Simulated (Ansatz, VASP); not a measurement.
## One calculation of AlN, two programs

```xyz
4
Lattice="3.1130 0.0000 0.0000 -1.5565 2.6959 0.0000 0.0000 0.0000 4.9810" Properties=species:S:1:pos:R:3 pbc="T T T"
Al    1.5565    0.8986    2.4905
Al    0.0000    1.7973    0.0000
N     1.5565    0.8986    4.3833
N     0.0000    1.7973    1.8928
```

Alike in both runs: task relaxation of cell and atoms; functional PBE; dispersion D3(BJ); k mesh 10 × 10 × 6; occupations fermi-dirac, width 0.05 eV; no spin polarisation.

|  | VASP | Ansatz |
| --- | --- | --- |
| version | VASP 6.6.1 | Ansatz 0.2.0 |
| potentials or method | VASP PAW PBE potentials, release 64 (Al, N) | Ansatz PAW |
| plane-wave cutoff (eV) | 600 | 420 |
| valence electrons in the cell | 16 | 16 |

```tsv
	VASP	Ansatz	Ansatz less VASP
gap on the k mesh at the Fermi level, each at its own relaxed structure (eV)	4.25	4.21	-0.036
relaxed volume (Å³/atom)	10.40	10.42	+0.021
relaxed cell length with the largest relative difference (Å)	3.106	3.109	+0.0032
```

Noted on Ansatz's run: the plane-wave basis is chosen anew once the cell has moved, so the energies of steps on either side of that aren't comparable.
